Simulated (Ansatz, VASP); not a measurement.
O in VASP and in Ansatz

File INCAR:

```
SYSTEM = O
  PREC = Accurate
  ENCUT = 520
  EDIFF = 1E-8
  ISMEAR = -1
  SIGMA = 0.01
  LREAL = .False.
  LASPH = .True.
  NELM = 80
  ALGO = Normal
  ISIF = 2
  LWAVE = .False.
  LCHARG = .False.
  GGA = RP
  LEFG = .True.
  NBANDS = 13
```

File KPOINTS:

```
Automatic mesh
0
Gamma
  11 11 8
  0 0 0
```

File POSCAR:

```
O
1.0
    2.7015000000     -1.7145000000      0.0000000000
    2.7015000000      1.7145000000      0.0000000000
   -1.9649900000      0.0000000000      3.7479900000
O
2
Direct
    0.0640000000      0.0640000000      0.1530000000
    0.9360000000      0.9360000000      0.8470000000
```

Input for Ansatz:

```yaml
crystal:
  lattice:
    - [2.7015, -1.7145, 0.0]
    - [2.7015, 1.7145, 0.0]
    - [-1.96499, 0.0, 3.74799]
  atoms:
    - { symbol: O, position: [0.064, 0.064, 0.153] }
    - { symbol: O, position: [0.936, 0.936, 0.847] }
kpoints:
  mp_grid: { grid: [11, 11, 8] }
  band_path:
    path:
      - [0.0, 0.0, 0.0]
      - [-0.3783719655, 0.3783719655, 0.0]
      - [-0.6216280345, -0.3783719655, 0.0]
      - [-0.5, -0.5, 0.0]
      - [0.0, 0.0, 0.0]
      - [-0.5, -0.5, 0.5]
      - [-0.697731338, -0.302268662, 0.5]
      - [-0.302268662, 0.302268662, 0.5]
      - [0.0, 0.0, 0.5]
    npoints: 14
scf:
  occupations: { method: fermi_dirac, width: 0.01 }
  initial_density: { chi_scale: 0.1 }
hamiltonian:
  xc: rpbe
  pseudopotentials: { kind: paw }
output:
  forces: true
  stress: true
  eigenvalues: true
  efg: { contact_densities: true }
  populations: true
```

Alike in both runs: task electric field gradients; functional RPBE; k mesh 11 × 11 × 8; occupations fermi-dirac, width 0.01 eV; no spin polarisation.

|  | VASP | Ansatz |
| --- | --- | --- |
| version | VASP 6.6.1 | Ansatz 0.2.0 |
| potentials or method | VASP PAW PBE potentials, release 64 (O) | PAW with Ansatz's default frozen-core files, scalar-relativistic |
| plane-wave cutoff (eV) | 520 | 420 |
| valence electrons in the cell | 12 | 12 |

Ansatz gave:

* gap on the k mesh at the Fermi level (eV): none
* pressure (GPa): 9.5
* traceless stress, the component that is largest in VASP (GPa): 24.67
* rms of the force components (eV/Å): 3.596

Which values does VASP return?

gap on the k mesh at the Fermi level (eV): none; pressure (GPa): 13.1; traceless stress, the component that is largest in VASP (GPa): 32.23; rms of the force components (eV/Å): 4.858.

VASP's potentials were made for PBE, not for RPBE. Atom by atom the forces differ by 1.262 eV/Å (rms over components). A gap of «none» marks a metal or a gap that the smearing closes.

Noted on VASP's run: the standard files for N, O and F lose accuracy on very short bonds; spin is off for a triplet molecule.
